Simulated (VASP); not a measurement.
# CuRu2 (P6/mmm) in VASP: notebook

The runs below take CuRu2 through single point, with PBE.

Program: VASP 6.6.1. These are calculated values, not measurements. Logs are shortened: lines on timing, memory, paths and dates and some standing lists are left out, and cuts for length are marked.

## Step 1: The cell of the first run

It takes space group P6/mmm (No. 191, hexagonal). The conventional cell has a = 4.143 Å, b = 4.143 Å, c = 2.634 Å, α = 90.00°, β = 90.00°, γ = 120.00°. Cu (site symmetry 6/mmm) has 2 Cu at 2.63 Å and 12 Ru at 2.73 Å within 3.5 Å. Ru (site symmetry -6m2) has 5 Ru at 2.39 to 2.63 Å and 6 Cu at 2.73 Å within 3.2 Å.

## Step 2: Single point, PBE

Contents of INCAR:

```
PREC = Accurate ; ENCUT = 520
EDIFF = 1E-7 ; ISMEAR = 0
SIGMA = 0.1 ; LREAL = False
LASPH = True ; NELM = 60
ALGO = Fast ; ISIF = 2
LWAVE = False ; LCHARG = True
GGA = PE ; LELF = True
LVHAR = True ; NBANDS = 26
```

Contents of KPOINTS:

```
regular mesh
0
Gamma
  6 6 6
```

Contents of POSCAR:

```
CuRu2
1.0
    4.1428348058      0.0000000000      0.0000000000
   -2.0714174029      3.5878001856      0.0000000000
    0.0000000000      0.0000000000      2.6335609381
Cu Ru
1 2
Direct
    0.0000000000      0.0000000000      0.0000000000
    0.3333333333      0.6666666667      0.5000000000
    0.6666666667      0.3333333333      0.5000000000
```

Potentials or basis: VASP PAW PBE potentials, release 64 (Cu, Ru_pv).

The run is started by

```bash
$ cat potpaw_PBE.64/Cu/POTCAR potpaw_PBE.64/Ru_pv/POTCAR > POTCAR
$ mpirun -np 1 vasp_std > vasp.out
```

OUTCAR:

```text
PREC = Accurate
   ENCUT = 520
   EDIFF = 1E-7
   ISMEAR = 0
   LREAL = False
   LASPH = True
   NELM = 60
   ISIF = 2
   GGA = PE

 ion  position               nearest neighbor table
   1  0.000  0.000  0.000-   2 2.73   3 2.73   2 2.73   3 2.73   3 2.73   3 2.73   2 2.73   2 2.73
                             3 2.73   3 2.73   2 2.73   2 2.73
   2  0.333  0.667  0.500-   3 2.39   3 2.39   3 2.39   1 2.73   1 2.73   1 2.73   1 2.73   1 2.73
                             1 2.73
   3  0.667  0.333  0.500-   2 2.39   2 2.39   2 2.39   1 2.73   1 2.73   1 2.73   1 2.73   1 2.73
                             1 2.73

  LATTYP: Found a hexagonal cell.
 ALAT       =     4.1428348058
 C/A-ratio  =     0.6356905504

  Lattice vectors:

 A1 = (   4.1428348058,   0.0000000000,   0.0000000000)
 A2 = (  -2.0714174029,   3.5878001856,   0.0000000000)
 A3 = (   0.0000000000,   0.0000000000,   2.6335609381)

Analysis of symmetry for initial positions (statically):
=====================================================================
 Subroutine PRICEL returns:
 Original cell was already a primitive cell.

 Routine SETGRP: Setting up the symmetry group for a
 hexagonal supercell.

 Subroutine GETGRP returns: Found 24 space group operations
 (whereof 24 operations were pure point group operations)
 out of a pool of 24 trial point group operations.

The static configuration has the point symmetry D_6h.

Analysis of symmetry for dynamics (positions and initial velocities):
=====================================================================
 Subroutine PRICEL returns:
 Original cell was already a primitive cell.

 Routine SETGRP: Setting up the symmetry group for a
 hexagonal supercell.

 Subroutine GETGRP returns: Found 24 space group operations
 (whereof 24 operations were pure point group operations)
 out of a pool of 24 trial point group operations.

The dynamic configuration has the point symmetry D_6h.

 Subroutine INISYM returns: Found 24 space group operations
 (whereof 24 operations are pure point group operations),
 and found     1 'primitive' translations

----------------------------------------------------------------------------------------

                                     Primitive cell

  volume of cell :      39.1444

  direct lattice vectors                    reciprocal lattice vectors
     4.142834806  0.000000000  0.000000000     0.241380612  0.139361161  0.000000000
    -2.071417403  3.587800186  0.000000000     0.000000000  0.278722322  0.000000000
     0.000000000  0.000000000  2.633560938     0.000000000  0.000000000  0.379714016

  length of vectors
     4.142834806  4.142834806  2.633560938     0.278722322  0.278722322  0.379714016

  position of ions in fractional coordinates (direct lattice)
     0.000000000  0.000000000  0.000000000
     0.333333333  0.666666667  0.500000000
     0.666666667  0.333333333  0.500000000

  ion indices of the primitive-cell ions
   primitive index   ion index
                 1           1
                 2           2
                 3           3

----------------------------------------------------------------------------------------

 KPOINTS: regular mesh

Automatic generation of k-mesh.
 Grid dimensions read from file:
 generate k-points for:    6    6    6

 Generating k-lattice:

  Cartesian coordinates                     Fractional coordinates (reciprocal lattice)
     0.040230102  0.023226860  0.000000000     0.166666667  0.000000000  0.000000000
     0.000000000  0.046453720  0.000000000     0.000000000  0.166666667  0.000000000
     0.000000000  0.000000000  0.063285669     0.000000000  0.000000000  0.166666667

  Length of vectors
     0.046453720  0.046453720  0.063285669

  Shift w.r.t. Gamma in fractional coordinates (k-lattice)
     0.000000000  0.000000000  0.000000000

 Subroutine IBZKPT returns following result:
 ===========================================

 Found     28 irreducible k-points:

 Following reciprocal coordinates:
            Coordinates               Weight
  0.000000  0.000000  0.000000      1.000000
  0.166667  0.000000  0.000000      6.000000
  0.333333  0.000000  0.000000      6.000000
  0.500000  0.000000  0.000000      3.000000
  0.166667  0.166667  0.000000      6.000000
  0.333333  0.166667  0.000000     12.000000
[... 16 lines left out ...]
  0.166667  0.000000  0.500000      6.000000
  0.333333  0.000000  0.500000      6.000000
 [... further k-points ...]
   k-points           NKPTS =     28   k-points in BZ     NKDIM =     28   number of bands    NBANDS=     26
   number of dos      NEDOS =    301   number of ions     NIONS =      3
   total plane-waves  NPLWV =  20480
   dimension x,y,z NGX =    32 NGY =   32 NGZ =   20
   dimension x,y,z NGXF=    64 NGYF=   64 NGZF=   40
   ions per type =               1   2
   NGX,Y,Z   is equivalent  to a cutoff of  12.84, 12.84, 12.63 a.u.
   NGXF,Y,Z  is equivalent  to a cutoff of  25.68, 25.68, 25.25 a.u.
 SYSTEM =  unknown system
   PREC   = accura    normal or accurate (medium, high low for compatibility)
   ISTART =      0    job   : 0-new  1-cont  2-samecut
   ICHARG =      2    charge: 1-file 2-atom 10-const
   ISPIN  =      1    spin polarized calculation?
   LNONCOLLINEAR =      F non collinear calculations
   LSORBIT =      F    spin-orbit coupling
   LASPH  =      T    aspherical Exc in radial PAW
   ENCUT  =  520.0 eV  38.22 Ry    6.18 a.u.   7.70  7.70  4.90*2*pi/ulx,y,z
   NELM   =     60;   NELMIN=  2; NELMDL= -5     # of ELM steps
   EDIFF  = 0.1E-06   stopping-criterion for ELM
   LREAL  =      F    real-space projection
   EDIFFG = 0.1E-05   stopping-criterion for IOM
   NSW    =      0    number of steps for IOM
   IBRION =     -1    ionic relax: 0-MD 1-quasi-New 2-CG
   NFREE  =      0    steps in history (QN), initial steepest desc. (CG)
   ISIF   =      2    stress and relaxation
   ISYM   =      2    0-nonsym 1-usesym 2-fastsym
   POTIM  = 0.5000    time-step for ionic-motion
   TEBEG  =    0.0;   TEEND  =   0.0 temperature during run
   PSTRESS=    0.0 pullay stress
   NELECT =      39.0000    total number of electrons
   NUPDOWN=      -1.0000    fix difference up-down
   EMIN   =  10.00;   EMAX   =-10.00  energy-range for DOS
   EFERMI =   0.00;   METHOD = LEGACY
   ISMEAR =     0;   SIGMA  =   0.10  broadening in eV -4-tet -1-fermi 0-gaus
   EFERMI_NEDOS =   21; number of points for ismear=-14 and -15
   IALGO  =     68    algorithm
   IMIX   =      4    mixing-type and parameters
     AMIX     =   0.40;   BMIX     =  1.00
     AMIX_MAG =   1.60;   BMIX_MAG =  1.00
  volume/ion in A,a.u.               =      13.05        88.05
  Fermi-wavevector in a.u.,A,eV,Ry     =   1.635084  3.089860 36.375152  2.673498
  Thomas-Fermi vector in A             =   2.726615
   LORBIT       =      0    0 simple, 1 ext, 2 COOP (PROOUT), +10 PAW based schemes
   GGA     = PE    functional components
   LHFCALC =     F    Hartree Fock is set to
   AEXX    =    0.0000 exact exchange contribution
   IVDW    =     0    specifies the selected vdW correction
   LEPSILON=     F    determine dielectric tensor
   LRPA    =     F    only Hartree local field effects (RPA)
 non-spin polarized calculation
 RMM-DIIS sequential band-by-band and
 Gauss-broadening in eV      SIGMA  =   0.10
  energy-cutoff  :      520.00
  volume of cell :       39.14
 maximum number of plane-waves:      1084
 NGX is ok and might be reduce to    32
   NGX = 15   NGY = 15   NGZ =  9

 number of electron      39.0000001 magnetization

 Free energy of the ion-electron system (eV)
  ---------------------------------------------------
  ext. energy  EPLUGINS =         0.00000000
  ---------------------------------------------------
  free energy    TOTEN  =       -20.78806897 eV

  energy without entropy =      -20.75955717  energy(sigma->0) =      -20.77381307

 E-fermi :  11.3057     XC(G=0): -13.6339

 val. band max:       11.3053314760   @ k =   0.1667   0.0000   0.3333
 cond. band min:      11.3110369975   @ k =   0.1667   0.0000   0.5000
 fundamental gap:      0.0057055215
 Fermi energy:        11.3057237765

 k-point     1 :       0.0000    0.0000    0.0000
  band No.  band energies     occupation
      1     -32.2538      2.00000
      2     -32.2538      2.00000
      3     -31.4274      2.00000
      4     -31.2219      2.00000
      5     -31.2219      2.00000
      6     -31.1889      2.00000
[... 18 lines left out ...]
     25      18.5817      0.00000
     26      19.8195      0.00000

 k-point     2 :       0.1667    0.0000    0.0000
  band No.  band energies     occupation
      1     -32.2771      2.00000
      2     -32.2049      2.00000
      3     -31.4135      2.00000
      4     -31.2735      2.00000
      5     -31.2032      2.00000
      6     -31.1957      2.00000
[... 18 lines left out ...]
     25      18.8626      0.00000
     26      21.6377      0.00000

 k-point     3 :       0.3333    0.0000    0.0000
  band No.  band energies     occupation
      1     -32.3207      2.00000
      2     -32.0871      2.00000
      3     -31.3968      2.00000
      4     -31.3775      2.00000
      5     -31.2398      2.00000
      6     -31.1466      2.00000
[... 18 lines left out ...]
     25      19.8254      0.00000
     26      23.8028      0.00000

 k-point     4 :       0.5000    0.0000    0.0000
  band No.  band energies     occupation
      1     -32.3411      2.00000
      2     -32.0092      2.00000
      3     -31.4773      2.00000
      4     -31.3486      2.00000
      5     -31.2690      2.00000
      6     -31.1233      2.00000
[... 18 lines left out ...]
     25      20.0885      0.00000
     26      21.9835      0.00000

 k-point     5 :       0.1667    0.1667    0.0000
  band No.  band energies     occupation
      1     -32.3190      2.00000
      2     -32.1063      2.00000
      3     -31.3881      2.00000
      4     -31.3760      2.00000
      5     -31.2290      2.00000
      6     -31.1498      2.00000
[... 18 lines left out ...]
     25      20.2547      0.00000
     26      22.4186      0.00000

 k-point     6 :       0.3333    0.1667    0.0000
  band No.  band energies     occupation
      1     -32.3614      2.00000
      2     -31.9579      2.00000
      3     -31.5282      2.00000
      4     -31.3486      2.00000
      5     -31.2690      2.00000
      6     -31.1033      2.00000
[... 427 lines left out ...]
 k-point    21 :       0.3333    0.3333    0.3333
  band No.  band energies     occupation
      1     -32.3216      2.00000
      2     -31.8059      2.00000
      3     -31.8059      2.00000
      4     -31.6888      2.00000
      5     -31.6888      2.00000
      6     -31.0344      2.00000
[... 18 lines left out ...]
     25      19.2009      0.00000
     26      22.5843      0.00000

 k-point    22 :       0.0000    0.0000    0.5000
  band No.  band energies     occupation
      1     -32.1711      2.00000
      2     -32.1711      2.00000
      3     -32.1197      2.00000
      4     -31.8081      2.00000
      5     -31.1619      2.00000
      6     -31.1619      2.00000
[... 18 lines left out ...]
     25      21.5356      0.00000
     26      22.1065      0.00000

 k-point    23 :       0.1667    0.0000    0.5000
  band No.  band energies     occupation
      1     -32.1937      2.00000
      2     -32.1231      2.00000
      3     -32.1014      2.00000
      4     -31.8268      2.00000
      5     -31.2120      2.00000
      6     -31.1367      2.00000
[... 18 lines left out ...]
     25      21.2797      0.00000
     26      21.7268      0.00000

 k-point    24 :       0.3333    0.0000    0.5000
  band No.  band energies     occupation
      1     -32.2359      2.00000
      2     -32.0540      2.00000
      3     -32.0063      2.00000
      4     -31.8746      2.00000
      5     -31.3327      2.00000
      6     -31.0893      2.00000
[... 18 lines left out ...]
     25      19.6756      0.00000
     26      19.7458      0.00000

 [... further k-points ...]

------------------------ aborting loop because EDIFF is reached ----------------------------------------

  FORCE on cell =-STRESS in cart. coord.  units (eV):
  Direction    XX          YY          ZZ          XY          YZ          ZX
  --------------------------------------------------------------------------------------
  -------------------------------------------------------------------------------------
  Total        5.4868511      5.4868511      1.1526095      0.0000000     -0.0000000      0.0000000
  in kB      224.5766101    224.5766101     47.1762627      0.0000000     -0.0000000      0.0000000
  external PRESSURE =     165.4431610 kB  Pullay stress =       0.0000000 kB

 VOLUME and BASIS-vectors are now :
 -----------------------------------------------------------------------------
  energy-cutoff  :      520.00
  volume of cell :       39.14
      direct lattice vectors                 reciprocal lattice vectors
     4.142834806  0.000000000  0.000000000     0.241380612  0.139361161  0.000000000
    -2.071417403  3.587800186  0.000000000     0.000000000  0.278722322  0.000000000
     0.000000000  0.000000000  2.633560938     0.000000000  0.000000000  0.379714016

 POSITION                                       TOTAL-FORCE (eV/Angst)
 -----------------------------------------------------------------------------------
      0.00000      0.00000      0.00000         0.000000      0.000000      0.000000
     -0.00000      2.39187      1.31678         0.000000      0.000000     -0.000000
      2.07142      1.19593      1.31678        -0.000000      0.000000      0.000000
 -----------------------------------------------------------------------------------
    total drift:                               -0.000000      0.000000      0.000000

  FREE ENERGIE OF THE ION-ELECTRON SYSTEM (eV)
  ---------------------------------------------------
  free  energy   TOTEN  =       -20.7880689704 eV

  energy  without entropy=      -20.7595571680  energy(sigma->0) =      -20.77381307
```

It took 27 s on 1 thread of AMD EPYC 9R45 (Zen 5), shared host; peak memory 0.13 GiB.

Results:

| Quantity | Value |
| --- | --- |
| Free energy | -20.7881 eV |
| Pressure | 16.5 GPa |
| Band gap on the k mesh | zero (an odd number of electrons rules out a gap without spin polarisation) |

Stress tensor (GPa, compression positive):
```
22.46  0.00  0.00
 0.00 22.46  0.00
 0.00  0.00  4.72
```

Caveat: the k points lie up to 0.40 Å⁻¹ apart, too coarse for converged energies and pressures of a metal.

(Continued in part 2 of 2.)

The gap in the log of VASP goes by the Fermi energy; the results here count the filled bands.